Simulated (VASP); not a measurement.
Here is a VASP 6.6.1 calculation.

File INCAR:

```
PREC = Accurate
ENCUT = 520
EDIFF = 1E-6
ISMEAR = 0
SIGMA = 0.1
LREAL = False
LASPH = True
NELM = 100
ALGO = Normal
ISIF = 2
LWAVE = False
LCHARG = True
GGA = PE
LELF = True
LVHAR = True
NBANDS = 34
```

The input KPOINTS:

```
regular mesh
0
Gamma
  8 8 8
```

File POSCAR:

```
Te7Se
1.0
    0.0000000000      4.7771757636      4.7771757636
    4.7771757636      0.0000000000      4.7771757636
    4.7771757636      4.7771757636      0.0000000000
Te Se
7 1
Direct
    0.5000000000      0.0000000000      0.0000000000
    0.0000000000      0.5000000000      0.5000000000
    0.0000000000      0.5000000000      0.0000000000
    0.5000000000      0.0000000000      0.5000000000
    0.0000000000      0.0000000000      0.5000000000
    0.5000000000      0.5000000000      0.0000000000
    0.5000000000      0.5000000000      0.5000000000
    0.0000000000      0.0000000000      0.0000000000
```

Potentials or basis: VASP PAW PBE potentials, release 64 (Te, Se).

Run with:

```sh
$ cat potpaw_PBE.64/Te/POTCAR potpaw_PBE.64/Se/POTCAR > POTCAR
$ mpirun -np 1 vasp_std > vasp.out
```

Problem. Estimate the band gap on the k mesh.

Solution. Zero (band 24 reaches 9.04 eV, above the bottom of band 25 at 7.22 eV).

Problem. What does it give for the pressure?

Solution. -0.1 GPa.

Caveat: spin-orbit coupling is left out, which moves the levels of the heavy elements.
